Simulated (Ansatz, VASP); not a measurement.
Two plane-wave programs on GaSb2

```xyz
6
Lattice="1.8141 3.1421 0.0000 -1.8141 3.1421 0.0000 0.0000 -2.0948 13.0160" Properties=species:S:1:pos:R:3 pbc="T T T"
Sb    0.0000    0.0000   11.3239
Sb    0.0000    4.1895    1.6921
Sb    0.0000    0.0000    4.8029
Sb    0.0000    4.1895    8.2131
Ga    0.0000    2.0948    3.2670
Ga    0.0000    2.0948    9.7490
```

Alike in both runs: task single point; functional PBE; k mesh 9 × 9 × 9; no spin polarisation.

```csv
,VASP,Ansatz
version,VASP 6.6.1,Ansatz 0.2.0
potentials or method,"VASP PAW PBE potentials, release 64 (Sb, Ga_d), cutoff 520 eV",PAW plane waves
occupations,"fermi-dirac, width 0.1 eV",fermi-dirac
valence electrons in the cell,46,86
```

```tsv
	VASP	Ansatz	Ansatz less VASP
pressure (GPa)	12.8	12.7	-0.14
traceless stress, the component that is largest in VASP (GPa)	-1.56	-1.59	-0.034
rms of the force components (eV/Å)	1.057	1.042	-0.0158
```

Atom by atom the forces differ by 0.016 eV/Å (rms over components). VASP's potentials hold 46 valence electrons a cell and Ansatz's 86, so a difference there can come from the potentials and not from the codes. Ansatz's warnings: structure snapped to symmetry.

Neither program's run includes spin-orbit coupling.
